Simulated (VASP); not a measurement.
Wanted: the native input for a VASP 6.6.1 run.

```yaml
Task: single point
Functional: PBE
Potentials_or_basis: VASP PAW PBE potentials, release 64 (Co, Si)
Cutoff: 520 eV
k_mesh: 14 × 14 × 14
Occupations: fermi-dirac, width 0.03 eV
Spin: collinear spin, ferromagnetic start
Starting_moments: "[0.74, 0.0] μB"
Fixed_moment: 0.74 μB
Dipole_correction: no
Further_INCAR_settings: ALGO = Normal; EDIFF = 1e-06; NBANDS = 18
```

The structure of CoSi lies in POSCAR:

```
CoSi
1.0
    2.7813340000      0.0000000000      0.0000000000
    0.0000000000      2.7813340000      0.0000000000
    0.0000000000      0.0000000000      2.7813340000
Co Si
1 1
Direct
    0.0000000000      0.0000000000      0.0000000000
    0.5000000000      0.5000000000      0.5000000000
```

One way to write it, as run:

INCAR

```
SYSTEM = CoSi
PREC     = Accurate       ! precision mode
ENCUT    = 520            ! plane-wave cutoff, eV
EDIFF    = 1E-6           ! SCF threshold, eV
ISMEAR   = -1             ! smearing method
SIGMA    = 0.03           ! smearing width, eV
LREAL    = .FALSE.        ! projectors in reciprocal space
LASPH    = .TRUE.         ! aspherical terms in the spheres
NELM     = 150            ! most SCF steps
ALGO     = Normal         ! electronic algorithm
ISIF     = 2              ! what is computed and relaxed
LWAVE    = .FALSE.        ! write WAVECAR
LCHARG   = .FALSE.        ! write CHGCAR
ISPIN    = 2              ! spin polarisation
MAGMOM   = 0.74 0         ! initial moments
LORBIT   = 11             ! projections on sites
NUPDOWN  = 0.74           ! fixed moment
LMAXMIX  = 4              ! l up to which the mixer works
GGA      = PE             ! functional
NBANDS   = 18             ! bands
```

KPOINTS

```
regular mesh
0
G
  14 14 14
  0 0 0
```

Potentials or basis: VASP PAW PBE potentials, release 64 (Co, Si).

Command:

```sh
$ cat potpaw_PBE.64/Co/POTCAR potpaw_PBE.64/Si/POTCAR > POTCAR
$ mpirun -np 1 vasp_std > vasp.out
```

It gave:

```json
{"Pressure": "1.5 GPa", "Net moment": "0.74 μB per cell", "Site moments": "Co +0.72; Si +0.03 μB", "Valence electrons inside the program's atomic spheres": "Co 8.60; Si 1.58"}
```

Caveat: the total moment is fixed, so each spin has its own Fermi level.

Run time: 49 s on 1 thread of Intel Xeon 6975P-C (shared host), peak memory 0.2 GiB.
